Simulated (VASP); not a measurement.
# TaN (P3m1) in VASP: a series of runs, part 2 of 2

VASP 6.6.1. The steps go on from the part before.

### 3 Single point, PBEsol (all N atoms moved +0.113 Å, as atom 2 along Cartesian [0 0 1])

The input, INCAR:

```
SYSTEM = TaN
PREC     = Accurate       ! precision mode
ENCUT    = 520            ! plane-wave cutoff, eV
EDIFF    = 1E-7           ! SCF threshold, eV
ISMEAR   = 0              ! smearing method
SIGMA    = 0.15           ! smearing width, eV
LREAL    = .FALSE.        ! projectors in reciprocal space
LASPH    = .TRUE.         ! aspherical terms in the spheres
NELM     = 60             ! most SCF steps
ALGO     = Normal         ! electronic algorithm
ISIF     = 2              ! what is computed and relaxed
LWAVE    = .FALSE.        ! write WAVECAR
LCHARG   = .FALSE.        ! write CHGCAR
GGA      = PS             ! functional
NBANDS   = 15             ! bands
```

The input, KPOINTS:

```
regular mesh
0
G
  18 18 16
  0 0 0
```

The input, POSCAR:

```
TaN
1.0
    2.9379988584      0.0000000000      0.0000000000
   -1.4689994292      2.5443816477      0.0000000000
    0.0000000000      0.0000000000      2.8830000000
Ta N
1 1
Direct
    0.3333333333      0.6666666667      0.5000000000
    0.0000000000      0.0000000000      0.0390218522
```

Potentials or basis: VASP PAW PBE potentials, release 64 (Ta_pv, N).

Command:

```bash
$ cat potpaw_PBE.64/Ta_pv/POTCAR potpaw_PBE.64/N/POTCAR > POTCAR
$ mpirun -np 1 vasp_std > vasp.out
```

OUTCAR:

```text
SYSTEM = TaN
   PREC = Accurate
   ENCUT = 520
   EDIFF = 1E-7
   ISMEAR = 0
   LREAL = .FALSE.
   LASPH = .TRUE.
   NELM = 60
   ISIF = 2
   GGA = PS

 ion  position               nearest neighbor table
   1  0.333  0.667  0.500-   2 2.15   2 2.15   2 2.15   2 2.30   2 2.30   2 2.30
   2  0.000  0.000  0.039-   1 2.15   1 2.15   1 2.15   1 2.30   1 2.30   1 2.30

  LATTYP: Found a hexagonal cell.
 ALAT       =     2.9379988584
 C/A-ratio  =     0.9812801635

  Lattice vectors:

 A1 = (   2.9379988584,   0.0000000000,   0.0000000000)
 A2 = (  -1.4689994292,   2.5443816477,   0.0000000000)
 A3 = (   0.0000000000,   0.0000000000,   2.8830000000)

Analysis of symmetry for initial positions (statically):
=====================================================================
 Subroutine PRICEL returns:
 Original cell was already a primitive cell.

 Routine SETGRP: Setting up the symmetry group for a
 hexagonal supercell.

 Subroutine GETGRP returns: Found  6 space group operations
 (whereof  6 operations were pure point group operations)
 out of a pool of 24 trial point group operations.

The static configuration has the point symmetry C_3v.

Analysis of symmetry for dynamics (positions and initial velocities):
=====================================================================
 Subroutine PRICEL returns:
 Original cell was already a primitive cell.

 Routine SETGRP: Setting up the symmetry group for a
 hexagonal supercell.

 Subroutine GETGRP returns: Found  6 space group operations
 (whereof  6 operations were pure point group operations)
 out of a pool of 24 trial point group operations.

The dynamic configuration has the point symmetry C_3v.

 Subroutine INISYM returns: Found  6 space group operations
 (whereof  6 operations are pure point group operations),
 and found     1 'primitive' translations

----------------------------------------------------------------------------------------

                                     Primitive cell

  volume of cell :      21.5516

  direct lattice vectors                    reciprocal lattice vectors
     2.937998858  0.000000000  0.000000000     0.340367729  0.196511400  0.000000000
    -1.468999429  2.544381648  0.000000000     0.000000000  0.393022800  0.000000000
     0.000000000  0.000000000  2.883000000     0.000000000  0.000000000  0.346860909

  length of vectors
     2.937998858  2.937998858  2.883000000     0.393022800  0.393022800  0.346860909

  position of ions in fractional coordinates (direct lattice)
     0.333333333  0.666666667  0.500000000
     0.000000000  0.000000000  0.039021852

  ion indices of the primitive-cell ions
   primitive index   ion index
                 1           1
                 2           2

----------------------------------------------------------------------------------------

 KPOINTS: regular mesh

Automatic generation of k-mesh.
 Grid dimensions read from file:
 generate k-points for:   18   18   16

 Generating k-lattice:

  Cartesian coordinates                     Fractional coordinates (reciprocal lattice)
     0.018909318  0.010917300  0.000000000     0.055555556 -0.000000000  0.000000000
     0.000000000  0.021834600  0.000000000     0.000000000  0.055555556  0.000000000
     0.000000000  0.000000000  0.021678807     0.000000000  0.000000000  0.062500000
[... 41 lines left out ...]
   total plane-waves  NPLWV =  13824
   dimension x,y,z NGX =    24 NGY =   24 NGZ =   24
   dimension x,y,z NGXF=    48 NGYF=   48 NGZF=   48
   ions per type =               1   1
   NGX,Y,Z   is equivalent  to a cutoff of  13.58, 13.58, 13.84 a.u.
   NGXF,Y,Z  is equivalent  to a cutoff of  27.16, 27.16, 27.68 a.u.
 SYSTEM =  TaN
   PREC   = accura    normal or accurate (medium, high low for compatibility)
   ISTART =      0    job   : 0-new  1-cont  2-samecut
   ICHARG =      2    charge: 1-file 2-atom 10-const
   ISPIN  =      1    spin polarized calculation?
   LNONCOLLINEAR =      F non collinear calculations
   LSORBIT =      F    spin-orbit coupling
   LASPH  =      T    aspherical Exc in radial PAW
   ENCUT  =  520.0 eV  38.22 Ry    6.18 a.u.   5.46  5.46  5.36*2*pi/ulx,y,z
   NELM   =     60;   NELMIN=  2; NELMDL= -5     # of ELM steps
   EDIFF  = 0.1E-06   stopping-criterion for ELM
   LREAL  =      F    real-space projection
   EDIFFG = 0.1E-05   stopping-criterion for IOM
   NSW    =      0    number of steps for IOM
   IBRION =     -1    ionic relax: 0-MD 1-quasi-New 2-CG
   NFREE  =      0    steps in history (QN), initial steepest desc. (CG)
   ISIF   =      2    stress and relaxation
   ISYM   =      2    0-nonsym 1-usesym 2-fastsym
   POTIM  = 0.5000    time-step for ionic-motion
   TEBEG  =    0.0;   TEEND  =   0.0 temperature during run
   PSTRESS=    0.0 pullay stress
   NELECT =      16.0000    total number of electrons
   NUPDOWN=      -1.0000    fix difference up-down
   EMIN   =  10.00;   EMAX   =-10.00  energy-range for DOS
   EFERMI =   0.00;   METHOD = LEGACY
   ISMEAR =     0;   SIGMA  =   0.15  broadening in eV -4-tet -1-fermi 0-gaus
   EFERMI_NEDOS =   21; number of points for ismear=-14 and -15
   IALGO  =     38    algorithm
   IMIX   =      4    mixing-type and parameters
     AMIX     =   0.40;   BMIX     =  1.00
     AMIX_MAG =   1.60;   BMIX_MAG =  1.00
  volume/ion in A,a.u.               =      10.78        72.72
  Fermi-wavevector in a.u.,A,eV,Ry     =   1.482366  2.801265 29.897546  2.197408
  Thomas-Fermi vector in A             =   2.596161
   LORBIT       =      0    0 simple, 1 ext, 2 COOP (PROOUT), +10 PAW based schemes
   GGA     = PS    functional components
   LHFCALC =     F    Hartree Fock is set to
   AEXX    =    0.0000 exact exchange contribution
   IVDW    =     0    specifies the selected vdW correction
   LEPSILON=     F    determine dielectric tensor
   LRPA    =     F    only Hartree local field effects (RPA)
 non-spin polarized calculation
 Gauss-broadening in eV      SIGMA  =   0.15
  energy-cutoff  :      520.00
  volume of cell :       21.55
 maximum number of plane-waves:       605
 NGX is ok and might be reduce to    24
   NGX = 11   NGY = 11   NGZ = 11

 number of electron      16.0000001 magnetization

 Free energy of the ion-electron system (eV)
  ---------------------------------------------------
  ext. energy  EPLUGINS =         0.00000000
  ---------------------------------------------------
  free energy    TOTEN  =       -23.71367068 eV

  energy without entropy =      -23.71297362  energy(sigma->0) =      -23.71332215

 E-fermi :   8.0989     XC(G=0): -13.4976

 val. band max:        8.0739342424   @ k =   0.0000   0.0000   0.4375
 cond. band min:       8.1428983854   @ k =   0.0556   0.0000   0.5000
 fundamental gap:      0.0689641430
 Fermi energy:         8.0988947278

 k-point     1 :       0.0000    0.0000    0.0000
  band No.  band energies     occupation
      1     -26.6683      2.00000
      2     -26.4049      2.00000
      3     -26.4049      2.00000
      4      -9.6420      2.00000
      5       3.4430      2.00000
      6       3.4430      2.00000
      7       3.4451      2.00000
      8       5.6635      2.00000
      9      10.3016      0.00000
     10      11.4756      0.00000
     11      11.4756      0.00000
     12      12.4073      0.00000
     13      12.4073      0.00000
     14      20.8399      0.00000
[... 401 lines left out ...]
      2     -26.7136      2.00000
      3     -26.5216      2.00000
      4      -7.3257      2.00000
      5      -0.0081      2.00000
      6       2.9710      2.00000
      7       3.8424      2.00000
      8       5.7697      2.00000
      9      10.3749      0.00000
     10      11.1145      0.00000
     11      12.5390      0.00000
     12      14.1584      0.00000
     13      16.8632      0.00000
     14      20.2362      0.00000
     15      21.5187      0.00000

 [... further k-points ...]

------------------------ aborting loop because EDIFF is reached ----------------------------------------

  FORCE on cell =-STRESS in cart. coord.  units (eV):
  Direction    XX          YY          ZZ          XY          YZ          ZX
  --------------------------------------------------------------------------------------
  -------------------------------------------------------------------------------------
  Total       -0.2269905     -0.2269905     -0.1100493      0.0000000      0.0000000      0.0000000
  in kB      -16.8748460    -16.8748460     -8.1812427      0.0000000      0.0000000      0.0000000
  external PRESSURE =     -13.9769783 kB  Pullay stress =       0.0000000 kB

 VOLUME and BASIS-vectors are now :
 -----------------------------------------------------------------------------
  energy-cutoff  :      520.00
  volume of cell :       21.55
      direct lattice vectors                 reciprocal lattice vectors
     2.937998858  0.000000000  0.000000000     0.340367729  0.196511400  0.000000000
    -1.468999429  2.544381648  0.000000000     0.000000000  0.393022800  0.000000000
     0.000000000  0.000000000  2.883000000     0.000000000  0.000000000  0.346860909

 POSITION                                       TOTAL-FORCE (eV/Angst)
 -----------------------------------------------------------------------------------
     -0.00000      1.69625      1.44150        -0.000000      0.000000      1.613193
      0.00000      0.00000      0.11250         0.000000     -0.000000     -1.613193
 -----------------------------------------------------------------------------------
    total drift:                                0.000000     -0.000000     -0.000140

  FREE ENERGIE OF THE ION-ELECTRON SYSTEM (eV)
  ---------------------------------------------------
  free  energy   TOTEN  =       -23.7136706849 eV

  energy  without entropy=      -23.7129736232  energy(sigma->0) =      -23.71332215
```

It took 2.2 min on 1 thread of Intel Xeon 8259CL, shared host; peak memory 0.29 GiB.

What came out:

- Free energy: -23.7137 eV
- Pressure: -1.4 GPa
- Largest force: 1.613 eV/Å
- Band gap on the k mesh: zero (bands 8 and 9 overlap by 0.42 eV)

Forces in eV/Å, atoms in the order of the input:
```
Ta   0.000  0.000  1.613
N    0.000  0.000 -1.613
```

Caveat: the cell differs from its parent crystal (all N atoms moved +0.113 Å, as atom 2 along Cartesian [0 0 1]); the PAW data sets were made with another functional, which shifts forces and pressure a little; spin-orbit coupling is left out, which moves the levels of the heavy elements.

### 4 Single point, PBEsol (all N atoms moved +0.037 Å, as atom 2 along Cartesian [0 0 1])

The input, INCAR:

```
SYSTEM = TaN
  ALGO = Normal
  EDIFF = 1E-6
  ENCUT = 520
  GGA = PS
  ISIF = 2
  ISMEAR = 0
  LASPH = .True.
  LCHARG = .False.
  LREAL = .False.
  LWAVE = .False.
  NBANDS = 15
  NELM = 60
  PREC = Accurate
  SIGMA = 0.15
```

The input, KPOINTS:

```
k-points
0
Gamma
  18 18 16
  0 0 0
```

Changes to POSCAR since step 3:

```diff
@@ -9,2 +9,2 @@
     0.3333333333      0.6666666667      0.5000000000
-    0.0000000000      0.0000000000      0.0390218522
+    0.0000000000      0.0000000000      0.0130072841
```

Command:

```bash
$ cat potpaw_PBE.64/Ta_pv/POTCAR potpaw_PBE.64/N/POTCAR > POTCAR
$ mpirun -np 1 vasp_std > vasp.out
```

Wall time 2.6 min (1 thread of Intel Xeon 8259CL, shared host); peak memory 0.29 GiB.

It converged, with:

| Item | Value |
| --- | --- |
| Free energy | -23.7933 eV |
| Pressure | -3.8 GPa |
| Largest force | 0.523 eV/Å |
| Band gap on the k mesh | zero (bands 8 and 9 overlap by 0.42 eV) |

Forces on the atoms (eV/Å):
```
Ta   0.000  0.000  0.523
N    0.000  0.000 -0.523
```

Stress tensor (GPa, compression positive):
```
-3.81  0.00  0.00
 0.00 -3.81  0.00
 0.00  0.00 -3.72
```

Levels at points of the mesh, in eV from the Fermi level:
| k point | band 4 | band 5 | band 6 | band 7 | band 8 | band 9 | band 10 | band 11 | band 12 | band 13 |
| --- | --- | --- | --- | --- | --- | --- | --- | --- | --- | --- |
| (0.00, 0.00, 0.00) | -17.71 | -4.54 | -4.54 | -4.26 | -2.81 | 2.24 | 3.59 | 3.59 | 4.06 | 4.06 |
| (0.50, 0.00, 0.00) | -15.38 | -8.28 | -5.17 | -3.46 | -3.15 | 3.03 | 4.06 | 5.19 | 5.33 | 7.51 |
| (0.00, 0.00, 0.50) | -15.02 | -9.35 | -3.73 | -3.73 | -0.07 | -0.07 | 2.48 | 3.34 | 3.34 | 8.17 |
| (0.50, 0.00, 0.50) | -15.69 | -7.32 | -6.16 | -5.67 | -0.32 | 4.18 | 5.38 | 6.10 | 7.12 | 10.17 |

Caveat: the cell differs from its parent crystal (all N atoms moved +0.037 Å, as atom 2 along Cartesian [0 0 1]); the cell stands under tension; the PAW data sets were made with another functional, which shifts forces and pressure a little; spin-orbit coupling is left out, which moves the levels of the heavy elements.

### 5 The runs side by side

```csv
cell,gap on the mesh (eV),pressure (GPa),largest force (eV/Å)
"as given, atomic positions A",none,-2.9,1.06
"as given, atomic positions B",none,-1.4,1.61
"as given, atomic positions C",none,-3.8,0.52
```

Alike in all rows: task single point; level PBEsol; potentials or basis VASP PAW PBE potentials, release 64 (Ta_pv, N); no spin polarisation; k mesh 18 × 18 × 16; cutoff (eV) 520; smearing gaussian 0.15 eV.

Caveats: the PAW data sets were made with another functional, which shifts forces and pressure a little; spin-orbit coupling is left out, which moves the levels of the heavy elements; the cell stands under tension (at least some runs).

Total energies depend on the potentials used, so only differences within one code and one set of settings carry meaning.
